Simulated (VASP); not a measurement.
# Si2B3 (P-3m1) in VASP: notebook

The runs below take Si2B3 through single point, with PBE.

Everything below comes from runs of VASP 6.6.1. Logs are shortened: lines on timing, memory, paths and dates and some standing lists are left out, and cuts for length are marked.

**1. The cell of the first run**

Symmetry: P-3m1, No. 164, trigonal system. The conventional cell has a = 3.084 Å, b = 3.084 Å, c = 5.766 Å, α = 90.00°, β = 90.00°, γ = 120.00°. Si (site symmetry 3m) has 7 B at 1.96 to 2.43 Å within 2.6 Å. B (site symmetry -3m) has 6 Si at 2.08 Å within 2.8 Å. Within 2.4 Å of B (site symmetry 3m) lie 3 B at 1.81 Å and 1 Si at 1.96 Å.

**2. Single point, PBE**

INCAR reads:

```
SYSTEM = Si2B3
PREC     = Accurate       ! precision mode
ENCUT    = 500            ! plane-wave cutoff, eV
EDIFF    = 1E-6           ! SCF threshold, eV
ISMEAR   = 0              ! smearing method
SIGMA    = 0.2            ! smearing width, eV
LREAL    = .False.        ! projectors in reciprocal space
LASPH    = .True.         ! aspherical terms in the spheres
NELM     = 120            ! most SCF steps
ALGO     = Normal         ! electronic algorithm
ISIF     = 2              ! what is computed and relaxed
LWAVE    = .False.        ! write WAVECAR
LCHARG   = .False.        ! write CHGCAR
GGA      = PE             ! functional
NBANDS   = 16             ! bands
GGA_COMPAT= .False.
```

KPOINTS reads:

```
regular mesh
0
Gamma
  5 5 3
  0 0 0
```

POSCAR reads:

```
Si2B3
1.0
    3.0842310312      0.0000000000      0.0000000000
   -1.5421155156      2.6710224241      0.0000000000
    0.0000000000      0.0000000000      5.7662113389
Si B
2 3
Direct
    0.6666666667      0.3333333333      0.8137327783
    0.3333333333      0.6666666667      0.1862672217
    0.0000000000      0.0000000000      0.0000000000
    0.3333333333      0.6666666667      0.5263043786
    0.6666666667      0.3333333333      0.4736956214
```

Potentials or basis: VASP PAW PBE potentials, release 64 (Si, B).

The run is started by

```
cat potpaw_PBE.64/Si/POTCAR potpaw_PBE.64/B/POTCAR > POTCAR
mpirun -np 1 vasp_std > vasp.out
```

OUTCAR:

```text
SYSTEM = Si2B3
   PREC = Accurate
   ENCUT = 500
   EDIFF = 1E-6
   ISMEAR = 0
   LREAL = .False.
   LASPH = .True.
   NELM = 120
   ISIF = 2
   GGA = PE

 ion  position               nearest neighbor table
   1  0.667  0.333  0.814-   5 1.96   3 2.08   3 2.08   3 2.08   4 2.43   4 2.43   4 2.43   2 2.79
                             2 2.79   2 2.79
   2  0.333  0.667  0.186-   4 1.96   3 2.08   3 2.08   3 2.08   5 2.43   5 2.43   5 2.43   1 2.79
                             1 2.79   1 2.79
   3  0.000  0.000  0.000-   1 2.08   2 2.08   2 2.08   1 2.08   1 2.08   2 2.08
   4  0.333  0.667  0.526-   5 1.81   5 1.81   5 1.81   2 1.96   1 2.43   1 2.43   1 2.43
   5  0.667  0.333  0.474-   4 1.81   4 1.81   4 1.81   1 1.96   2 2.43   2 2.43   2 2.43

  LATTYP: Found a hexagonal cell.
 ALAT       =     3.0842310312
 C/A-ratio  =     1.8695782776

  Lattice vectors:

 A1 = (   3.0842310312,   0.0000000000,   0.0000000000)
 A2 = (  -1.5421155156,   2.6710224241,   0.0000000000)
 A3 = (   0.0000000000,   0.0000000000,   5.7662113389)

Analysis of symmetry for initial positions (statically):
=====================================================================
 Subroutine PRICEL returns:
 Original cell was already a primitive cell.

 Routine SETGRP: Setting up the symmetry group for a
 hexagonal supercell.

 Subroutine GETGRP returns: Found 12 space group operations
 (whereof 12 operations were pure point group operations)
 out of a pool of 24 trial point group operations.

The static configuration has the point symmetry D_3d.

Analysis of symmetry for dynamics (positions and initial velocities):
=====================================================================
 Subroutine PRICEL returns:
 Original cell was already a primitive cell.

 Routine SETGRP: Setting up the symmetry group for a
 hexagonal supercell.

 Subroutine GETGRP returns: Found 12 space group operations
 (whereof 12 operations were pure point group operations)
 out of a pool of 24 trial point group operations.

The dynamic configuration has the point symmetry D_3d.

 Subroutine INISYM returns: Found 12 space group operations
 (whereof 12 operations are pure point group operations),
 and found     1 'primitive' translations

----------------------------------------------------------------------------------------

                                     Primitive cell

  volume of cell :      47.5023

  direct lattice vectors                    reciprocal lattice vectors
     3.084231031  0.000000000  0.000000000     0.324229926  0.187194235  0.000000000
    -1.542115516  2.671022424  0.000000000     0.000000000  0.374388470  0.000000000
     0.000000000  0.000000000  5.766211339     0.000000000  0.000000000  0.173424098

  length of vectors
     3.084231031  3.084231031  5.766211339     0.374388470  0.374388470  0.173424098

  position of ions in fractional coordinates (direct lattice)
     0.666666667  0.333333333  0.813732778
     0.333333333  0.666666667  0.186267222
     0.000000000  0.000000000  0.000000000
     0.333333333  0.666666667  0.526304379
     0.666666667  0.333333333  0.473695621

  ion indices of the primitive-cell ions
   primitive index   ion index
                 1           1
                 2           2
                 3           3
                 4           4
                 5           5

----------------------------------------------------------------------------------------

 KPOINTS: regular mesh

Automatic generation of k-mesh.
 Grid dimensions read from file:
 generate k-points for:    5    5    3

 Generating k-lattice:

  Cartesian coordinates                     Fractional coordinates (reciprocal lattice)
     0.064845985  0.037438847  0.000000000     0.200000000 -0.000000000  0.000000000
     0.000000000  0.074877694  0.000000000     0.000000000  0.200000000  0.000000000
     0.000000000  0.000000000  0.057808033     0.000000000  0.000000000  0.333333333

  Length of vectors
     0.074877694  0.074877694  0.057808033

  Shift w.r.t. Gamma in fractional coordinates (k-lattice)
     0.000000000  0.000000000  0.000000000

 Subroutine IBZKPT returns following result:
 ===========================================

 Found     12 irreducible k-points:

 Following reciprocal coordinates:
            Coordinates               Weight
  0.000000  0.000000  0.000000      1.000000
  0.200000  0.000000  0.000000      6.000000
  0.400000 -0.000000  0.000000      6.000000
  0.200000  0.200000  0.000000      6.000000
  0.400000  0.200000  0.000000      6.000000
  0.000000  0.000000  0.333333      2.000000
  0.200000  0.000000  0.333333      6.000000
  0.000000  0.200000  0.333333      6.000000
  0.400000 -0.000000  0.333333      6.000000
  0.000000  0.400000  0.333333      6.000000
  0.200000  0.200000  0.333333     12.000000
  0.400000  0.200000  0.333333     12.000000
   k-points           NKPTS =     12   k-points in BZ     NKDIM =     12   number of bands    NBANDS=     16
   number of dos      NEDOS =    301   number of ions     NIONS =      5
   total plane-waves  NPLWV =  24192
   dimension x,y,z NGX =    24 NGY =   24 NGZ =   42
   dimension x,y,z NGXF=    48 NGYF=   48 NGZF=   84
   ions per type =               2   3
   NGX,Y,Z   is equivalent  to a cutoff of  12.94, 12.94, 12.11 a.u.
   NGXF,Y,Z  is equivalent  to a cutoff of  25.87, 25.87, 24.22 a.u.
 SYSTEM =  Si2B3
   PREC   = accura    normal or accurate (medium, high low for compatibility)
   ISTART =      0    job   : 0-new  1-cont  2-samecut
   ICHARG =      2    charge: 1-file 2-atom 10-const
   ISPIN  =      1    spin polarized calculation?
   LNONCOLLINEAR =      F non collinear calculations
   LSORBIT =      F    spin-orbit coupling
   LASPH  =      T    aspherical Exc in radial PAW
   ENCUT  =  500.0 eV  36.75 Ry    6.06 a.u.   5.62  5.62 10.51*2*pi/ulx,y,z
   NELM   =    120;   NELMIN=  2; NELMDL= -5     # of ELM steps
   EDIFF  = 0.1E-05   stopping-criterion for ELM
   LREAL  =      F    real-space projection
   EDIFFG = 0.1E-04   stopping-criterion for IOM
   NSW    =      0    number of steps for IOM
   IBRION =     -1    ionic relax: 0-MD 1-quasi-New 2-CG
   NFREE  =      0    steps in history (QN), initial steepest desc. (CG)
   ISIF   =      2    stress and relaxation
   ISYM   =      2    0-nonsym 1-usesym 2-fastsym
   POTIM  = 0.5000    time-step for ionic-motion
   TEBEG  =    0.0;   TEEND  =   0.0 temperature during run
   PSTRESS=    0.0 pullay stress
   NELECT =      17.0000    total number of electrons
   NUPDOWN=      -1.0000    fix difference up-down
   EMIN   =  10.00;   EMAX   =-10.00  energy-range for DOS
   EFERMI =   0.00;   METHOD = LEGACY
   ISMEAR =     0;   SIGMA  =   0.20  broadening in eV -4-tet -1-fermi 0-gaus
   EFERMI_NEDOS =   21; number of points for ismear=-14 and -15
   IALGO  =     38    algorithm
   IMIX   =      4    mixing-type and parameters
     AMIX     =   0.40;   BMIX     =  1.00
     AMIX_MAG =   1.60;   BMIX_MAG =  1.00
  volume/ion in A,a.u.               =       9.50        64.11
  Fermi-wavevector in a.u.,A,eV,Ry     =   1.162303  2.196435 18.380777  1.350949
  Thomas-Fermi vector in A             =   2.298866
   LORBIT       =      0    0 simple, 1 ext, 2 COOP (PROOUT), +10 PAW based schemes
   GGA     = PE    functional components
   LHFCALC =     F    Hartree Fock is set to
   AEXX    =    0.0000 exact exchange contribution
   IVDW    =     0    specifies the selected vdW correction
   LEPSILON=     F    determine dielectric tensor
   LRPA    =     F    only Hartree local field effects (RPA)
 non-spin polarized calculation
 Gauss-broadening in eV      SIGMA  =   0.20
  energy-cutoff  :      500.00
  volume of cell :       47.50
 maximum number of plane-waves:      1221
 NGX is ok and might be reduce to    24
   NGX = 11   NGY = 11   NGZ = 21

 number of electron      17.0000001 magnetization

 Free energy of the ion-electron system (eV)
  ---------------------------------------------------
  ext. energy  EPLUGINS =         0.00000000
  ---------------------------------------------------
  free energy    TOTEN  =       -29.39027621 eV

  energy without entropy =      -29.36317494  energy(sigma->0) =      -29.37672558

 E-fermi :   9.3702     XC(G=0): -11.6450

 val. band max:        9.3574744541   @ k =   0.0000   0.0000   0.3333
 cond. band min:       9.4477228698   @ k =   0.2000   0.2000   0.3333
 fundamental gap:      0.0902484156
 Fermi energy:         9.3702217489

 k-point     1 :       0.0000    0.0000    0.0000
  band No.  band energies     occupation
      1      -6.3572      2.00000
      2      -2.6973      2.00000
      3      -1.9735      2.00000
      4       6.9244      2.00000
      5       8.4202      2.00000
      6       8.4202      2.00000
[... 8 lines left out ...]
     15      15.4588      0.00000
     16      16.3134      0.00000

 k-point     2 :       0.2000    0.0000    0.0000
  band No.  band energies     occupation
      1      -5.6225      2.00000
      2      -2.0562      2.00000
      3      -1.2223      2.00000
      4       4.8619      2.00000
      5       6.5907      2.00000
      6       6.8528      2.00000
[... 8 lines left out ...]
     15      16.4831      0.00000
     16      17.3206      0.00000

 k-point     3 :       0.4000   -0.0000    0.0000
  band No.  band energies     occupation
      1      -3.4692      2.00000
      2      -0.3843      2.00000
      3       0.1388      2.00000
      4       1.3567      2.00000
      5       3.1697      2.00000
      6       4.9292      2.00000
[... 8 lines left out ...]
     15      16.7265      0.00000
     16      18.7259      0.00000

 k-point     4 :       0.2000    0.2000    0.0000
  band No.  band energies     occupation
      1      -4.1735      2.00000
      2      -0.8073      2.00000
      3       0.1543      2.00000
      4       2.7943      2.00000
      5       3.2357      2.00000
      6       5.2705      2.00000
[... 8 lines left out ...]
     15      17.1001      0.00000
     16      18.1384      0.00000

 k-point     5 :       0.4000    0.2000    0.0000
  band No.  band energies     occupation
      1      -1.6896      2.00000
      2      -1.0287      2.00000
      3       1.3778      2.00000
      4       1.4381      2.00000
      5       2.9870      2.00000
      6       3.4934      2.00000
[... 8 lines left out ...]
     15      17.2555      0.00000
     16      17.3737      0.00000

 k-point     6 :       0.0000    0.0000    0.3333
  band No.  band energies     occupation
      1      -5.9658      2.00000
      2      -4.4662      2.00000
      3       0.6044      2.00000
      4       4.2529      2.00000
      5       8.4622      2.00000
      6       8.4622      2.00000
[... 8 lines left out ...]
     15      15.5187      0.00000
     16      16.6664      0.00000

 k-point     7 :       0.2000    0.0000    0.3333
  band No.  band energies     occupation
      1      -5.2274      2.00000
      2      -3.7689      2.00000
      3       1.2635      2.00000
      4       4.5591      2.00000
      5       5.4587      2.00000
      6       6.3847      2.00000
[... 8 lines left out ...]
     15      17.4240      0.00000
     16      17.9213      0.00000

 k-point     8 :       0.0000    0.2000    0.3333
  band No.  band energies     occupation
      1      -5.2275      2.00000
      2      -3.7680      2.00000
      3       1.2432      2.00000
      4       4.7030      2.00000
      5       5.3816      2.00000
      6       6.3579      2.00000
[... 8 lines left out ...]
     15      16.2166      0.00000
     16      17.5050      0.00000

 k-point     9 :       0.4000   -0.0000    0.3333
  band No.  band energies     occupation
      1      -3.0609      2.00000
      2      -1.7985      2.00000
      3       0.7656      2.00000
      4       1.6110      2.00000
      5       3.3586      2.00000
      6       5.9055      2.00000
[... 8 lines left out ...]
     15      17.8203      0.00000
     16      18.4749      0.00000

 k-point    10 :       0.0000    0.4000    0.3333
  band No.  band energies     occupation
      1      -3.0718      2.00000
      2      -1.7378      2.00000
      3       0.4525      2.00000
      4       1.8518      2.00000
      5       3.8173      2.00000
      6       5.5093      2.00000
[... 8 lines left out ...]
     15      17.3908      0.00000
     16      18.4342      0.00000

 k-point    11 :       0.2000    0.2000    0.3333
  band No.  band energies     occupation
      1      -3.7722      2.00000
      2      -2.4049      2.00000
      3       2.0715      2.00000
      4       3.3706      2.00000
      5       3.6391      2.00000
      6       4.2925      2.00000
[... 8 lines left out ...]
     15      16.3645      0.00000
     16      17.3352      0.00000

 k-point    12 :       0.4000    0.2000    0.3333
  band No.  band energies     occupation
      1      -1.3045      2.00000
      2      -0.7620      2.00000
      3       0.0995      2.00000
      4       0.7967      2.00000
      5       2.8217      2.00000
      6       3.8978      2.00000
[... 8 lines left out ...]
     15      18.5643      0.00000
     16      19.3328      0.00000

------------------------ aborting loop because EDIFF is reached ----------------------------------------

  FORCE on cell =-STRESS in cart. coord.  units (eV):
  Direction    XX          YY          ZZ          XY          YZ          ZX
  --------------------------------------------------------------------------------------
  -------------------------------------------------------------------------------------
  Total        0.0036601      0.0036601     -0.0179906      0.0000000      0.0000000      0.0000000
  in kB        0.1234508      0.1234508     -0.6067935      0.0000000      0.0000000      0.0000000
  external PRESSURE =      -0.1199640 kB  Pullay stress =       0.0000000 kB

 VOLUME and BASIS-vectors are now :
 -----------------------------------------------------------------------------
  energy-cutoff  :      500.00
  volume of cell :       47.50
      direct lattice vectors                 reciprocal lattice vectors
     3.084231031  0.000000000  0.000000000     0.324229926  0.187194235  0.000000000
    -1.542115516  2.671022424  0.000000000     0.000000000  0.374388470  0.000000000
     0.000000000  0.000000000  5.766211339     0.000000000  0.000000000  0.173424098

 POSITION                                       TOTAL-FORCE (eV/Angst)
 -----------------------------------------------------------------------------------
      1.54212      0.89034      4.69216        -0.000000      0.000000     -0.006396
     -0.00000      1.78068      1.07406        -0.000000     -0.000000      0.006396
      0.00000      0.00000      0.00000         0.000000      0.000000      0.000000
     -0.00000      1.78068      3.03478         0.000000     -0.000000     -0.001260
      1.54212      0.89034      2.73143        -0.000000      0.000000      0.001260
 -----------------------------------------------------------------------------------
    total drift:                                0.000000      0.000000      0.000000

  FREE ENERGIE OF THE ION-ELECTRON SYSTEM (eV)
  ---------------------------------------------------
  free  energy   TOTEN  =       -29.3902762124 eV

  energy  without entropy=      -29.3631749389  energy(sigma->0) =      -29.37672558
```

It took 10 s on 1 thread of AMD EPYC 7R13 (Zen 3), shared host; peak memory 0.12 GiB.

What came out:

```
Free energy   : -29.3903 eV
Pressure      : 0.0 GPa
Largest force : 0.006 eV/Å
```

Forces in eV/Å, atoms in the order of the input:
```
Si   0.000  0.000 -0.006
Si   0.000  0.000  0.006
B    0.000  0.000  0.000
B    0.000  0.000 -0.001
B    0.000  0.000  0.001
```

Levels at points of the mesh, in eV from the Fermi level:
| k point | band 5 | band 6 | band 7 | band 8 | band 9 | band 10 | band 11 | band 12 |
| --- | --- | --- | --- | --- | --- | --- | --- | --- |
| (0.00, 0.00, 0.00) | -0.95 | -0.95 | -0.08 | -0.08 | 1.89 | 4.30 | 4.30 | 5.44 |

Caveat: the k points lie up to 0.47 Å⁻¹ apart.

**3. Single point, PBE**

This run uses another cell than the first one, of 9.94 Å³/atom, 1.046 times its volume.

INCAR reads:

```
ALGO = Normal
EDIFF = 1E-6
ENCUT = 500
GGA = PE
GGA_COMPAT = F
ISIF = 2
ISMEAR = 0
LASPH = T
LCHARG = F
LREAL = F
LWAVE = F
NBANDS = 16
NELM = 120
PREC = Accurate
SIGMA = 0.2
```

KPOINTS reads:

```
k-points
0
Gamma
  5 5 4
```

POSCAR reads:

```
Si2B3
1.0
    3.4048639007      0.0000000027      0.0000000000
   -1.7024319527      2.9486986331      0.0000000000
    0.0000000000      0.0000000000      4.9500829931
Si B
2 3
Direct
    0.3333333333      0.6666666667      0.6865416396
    0.6666666667      0.3333333333      0.3134583604
    0.0000000000      0.0000000000      0.0000000000
    0.3333333333      0.6666666667      0.2330650873
    0.6666666667      0.3333333333      0.7669349127
```

Potentials or basis: VASP PAW PBE potentials, release 64 (Si, B).

The run is started by

```
cat potpaw_PBE.64/Si/POTCAR potpaw_PBE.64/B/POTCAR > POTCAR
mpirun -np 1 vasp_std > vasp.out
```

Run time: 14 s. Hardware: 1 thread of AMD EPYC 7R13 (Zen 3), shared host; peak memory 0.13 GiB.

The run converged. Its results:

- Free energy: -26.5199 eV
- Pressure: 0.1 GPa
- Largest force: 0.012 eV/Å

Forces on the atoms (eV/Å):
```
Si   0.000  0.000  0.011
Si   0.000  0.000 -0.011
B    0.000  0.000  0.000
B    0.000  0.000 -0.012
B    0.000  0.000  0.012
```

Levels at points of the mesh, in eV from the Fermi level:
```
           k point  band 7  band 8  band 9  band 10  band 11  band 12
(0.00, 0.00, 0.00)   -1.44    0.62    0.82     0.82     2.71     2.97
(0.00, 0.00, 0.50)   -1.37   -1.37   -0.22    -0.22     2.16     3.09
```

Caveat: the k points lie up to 0.43 Å⁻¹ apart.

(Part 1 of 2 ends here.)
